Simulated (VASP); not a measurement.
Be3Te2Se: relaxation of cell and atoms with PBE

The system is Be3Te2Se.

```
Be Te Se
1.0
    -1.96319    1.96319    8.17445
     1.96319   -1.96319    8.17445
     1.96319    1.96319   -8.17445
Be Te Se
3 2 1
Direct
  0.75000 0.25000 0.50000
  0.07423 0.57423 0.50000
  0.42577 0.92577 0.50000
  0.66231 0.66231 0.00000
  0.33769 0.33769 0.00000
  0.00000 0.00000 0.00000
```

| Item | Value |
| --- | --- |
| Program | VASP 6.6.1 |
| Task | relaxation of cell and atoms |
| Functional | PBE |
| Potentials or basis | VASP PAW PBE potentials, release 64 (Be, Te, Se) |
| Cutoff | 600 eV |
| k mesh | 10 × 10 × 10 |
| Occupations | gaussian, width 0.02 eV |
| Spin | no spin polarisation |
| Dipole correction | no |
| Further INCAR settings | ALGO = Normal; EDIFF = 1e-06; IBRION = 2; EDIFFG = -0.01; NSW = 100; ISIF = 3 |

```json
{
  "Relaxed volume": "20.92 Å³/atom",
  "Relaxed cell": "a = 8.699 Å, b = 8.699 Å, c = 8.699 Å, α = 154.09°, β = 154.09°, γ = 36.98°",
  "Space group after relaxing (to 0.05 Å)": "I-4m2 (No. 119)",
  "Energy gained by relaxing": "0.8 meV/atom",
  "Ionic steps": "7",
  "Pressure after relaxing": "0.0 GPa",
  "Largest force after relaxing": "0.007 eV/Å",
  "Band gap on the k mesh": "2.03 eV, indirect (least direct gap 2.11 eV)"
}
```

Forces in eV/Å, atoms in the order of the input:
```
Be   0.000  0.000  0.000
Be   0.000  0.000  0.007
Be   0.000  0.000 -0.007
Te   0.000  0.000  0.005
Te   0.000  0.000 -0.005
Se   0.000  0.000  0.000
```

The path:
| step | energy change (eV) | largest force (eV/Å) | pressure (GPa) | volume (Å³) |
| --- | --- | --- | --- | --- |
| 1 | 0.0000 | 0.0318 | -0.25 | 126.02 |
| 2 | -0.0029 | 0.0198 | 0.04 | 125.41 |
| 3 | -0.0036 | 0.0180 | 0.25 | 125.00 |
| 4 | -0.0045 | 0.0116 | 0.02 | 125.47 |
| 5 | -0.0045 | 0.0116 | -0.02 | 125.57 |
| 6 | -0.0045 | 0.0116 | -0.02 | 125.58 |
| 7 | -0.0045 | 0.0069 | -0.02 | 125.55 |

Final structure:
```cif
data_structure
_symmetry_space_group_name_H-M 'P 1'
_symmetry_Int_Tables_number 1
_cell_length_a 8.6989
_cell_length_b 8.6989
_cell_length_c 8.6989
_cell_angle_alpha 154.085
_cell_angle_beta 154.085
_cell_angle_gamma 36.976
_cell_volume 125.55
loop_
_atom_site_label
_atom_site_type_symbol
_atom_site_fract_x
_atom_site_fract_y
_atom_site_fract_z
_atom_site_occupancy
Be1 Be 0.75000 0.25000 0.50000 1
Be2 Be 0.07451 0.57451 0.50000 1
Be3 Be 0.42549 0.92549 0.50000 1
Te1 Te 0.66252 0.66252 0.00000 1
Te2 Te 0.33748 0.33748 0.00000 1
Se1 Se 0.00000 0.00000 0.00000 1
```

Levels at points of the mesh, in eV from the valence-band top:
| k point | band 9 | band 10 | band 11 | band 12 | band 13 | band 14 | band 15 | band 16 |
| --- | --- | --- | --- | --- | --- | --- | --- | --- |
| (0.00, 0.00, 0.00) | -1.86 | -0.15 | 0.00 | 0.00 | 2.11 | 2.63 | 3.57 | 3.72 |
| (0.50, 0.00, 0.00) | -2.15 | -1.20 | -0.83 | -0.77 | 3.01 | 3.94 | 4.24 | 4.87 |
| (0.50, 0.50, 0.00) | -3.30 | -3.05 | -2.68 | -2.59 | 2.09 | 3.00 | 3.80 | 3.95 |
| (0.50, 0.50, 0.50) | -1.26 | -1.26 | -0.69 | -0.69 | 2.03 | 2.97 | 3.18 | 3.45 |

Wall time 31 min on 1 thread of Intel(R) Xeon(R) 6975P-C (Granite Rapids) (shared host), peak memory 0.93 GiB.

Caveat: spin-orbit coupling is left out, which moves the levels of the heavy elements. As with any semilocal functional, this PBE gap is likely too small.
